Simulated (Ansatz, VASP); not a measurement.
One calculation of AlN, two programs

Contents of INCAR:

```
SYSTEM = AlN
PREC = Accurate ; ENCUT = 600
EDIFF = 1E-6 ; ISMEAR = 0
SIGMA = 0.02 ; LREAL = .False.
LASPH = .True. ; NELM = 120
ALGO = Normal ; ISIF = 2
LWAVE = .False. ; LCHARG = .False.
GGA = PS ; NBANDS = 11
GGA_COMPAT = .False.
```

Contents of KPOINTS:

```
Automatic mesh
0
Gamma
  10 10 10
  0 0 0
```

POSCAR

```
AlN
1.0
    0.0000000000      2.1886938987      2.1886938987
    2.1886938987      0.0000000000      2.1886938987
    2.1886938987      2.1886938987      0.0000000000
Al N
1 1
Direct
    0.0000000000      0.0000000000      0.0000000000
    0.2500000000      0.2500000000      0.2500000000
```

Input for Ansatz:

```yaml
crystal:
  lattice:
    - [0.0, 2.1886938987, 2.1886938987]
    - [2.1886938987, 0.0, 2.1886938987]
    - [2.1886938987, 2.1886938987, 0.0]
  atoms:
    - { symbol: Al, position: [0.0, 0.0, 0.0] }
    - { symbol: "N", position: [0.25, 0.25, 0.25] }
basis:
  ecutwfc: 600.0
kpoints:
  mp_grid: { grid: [10, 10, 10] }
hamiltonian:
  xc: pbesol
  pseudopotentials: { kind: paw, azcp: { folder: soft_1 } }
scf:
  occupations: { method: gaussian, width: 0.02 }
output:
  forces: true
  stress: true
  eigenvalues: true
```

Alike in both runs: task single point; functional PBEsol; k mesh 10 × 10 × 10; occupations gaussian, width 0.02 eV; no spin polarisation.

|  | VASP | Ansatz |
| --- | --- | --- |
| version | VASP 6.6.1 | Ansatz 0.2.0 |
| potentials or method | VASP PAW PBE potentials, release 64 (Al, N), cutoff 600 eV | scalar-relativistic, plane waves, PAW |
| valence electrons in the cell | 8 | 8 |

|  | VASP | Ansatz | Ansatz less VASP |
| --- | --- | --- | --- |
| gap on the k mesh at the Fermi level (eV) | 3.18 | 3.19 | +0.007 |
| least direct gap on the mesh (eV) | 4.08 | 4.06 | -0.016 |
| pressure (GPa) | -0.1 | 0.0 | +0.11 |

VASP's potentials were made for PBE, not for PBEsol, and Ansatz warns of the same on its side. With one functional, cell and mesh, what is left measures potentials, basis and numerics.
